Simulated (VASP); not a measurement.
Here is a VASP 6.6.1 calculation.

The input INCAR:

```
PREC     = Accurate       # precision mode
ENCUT    = 500            # plane-wave cutoff, eV
EDIFF    = 1E-7           # SCF threshold, eV
ISMEAR   = 0              # smearing method
SIGMA    = 0.1            # smearing width, eV
LREAL    = False          # projectors in reciprocal space
LASPH    = True           # aspherical terms in the spheres
NELM     = 200            # most SCF steps
ALGO     = Normal         # electronic algorithm
ISIF     = 3              # what is computed and relaxed
LWAVE    = False          # write WAVECAR
LCHARG   = False          # write CHGCAR
GGA      = PE             # functional
IBRION   = 2              # ionic algorithm
NSW      = 90             # ionic steps
EDIFFG   = -0.04          # ionic threshold
GGA_COMPAT= False        
NELMIN   = 4            
LMAXMIX  = 6              # l up to which the mixer works
```

KPOINTS

```
Automatic mesh
0
Gamma
  4 4 4
```

The input POSCAR:

```
DyGe3P
1.0
    4.1424501200      0.0000000000      0.0000000000
    0.0000000000      4.1424501200      0.0000000000
    0.0000000000      0.0000000000      7.4052646800
Dy Ge P
1 3 1
Direct
    0.0000000000      0.0000000000      0.0000000000
    0.5000000000      0.5000000000      0.8346948300
    0.5000000000      0.5000000000      0.1653051700
    0.0000000000      0.0000000000      0.5000000000
    0.5000000000      0.5000000000      0.5000000000
```

Potentials or basis: VASP PAW PBE potentials, release 64 (Dy_3, Ge_d, P), 4f in core.

The run is started by

```console
$ cat potpaw_PBE.64/Dy_3/POTCAR potpaw_PBE.64/Ge_d/POTCAR potpaw_PBE.64/P/POTCAR > POTCAR
$ mpirun -np 1 vasp_std > vasp.out
```

(1) What does it give for the relaxed cell?

(2) Predict the space group after relaxing (to 0.1 Å).

## Answers

(1) a = 3.739 Å, b = 3.739 Å, c = 7.699 Å, α = 90.00°, β = 90.00°, γ = 90.00°.

(2) P4/mmm (No. 123).

Caveat: the k points lie up to 0.42 Å⁻¹ apart in the final cell, too coarse for converged energies and pressures of a metal.
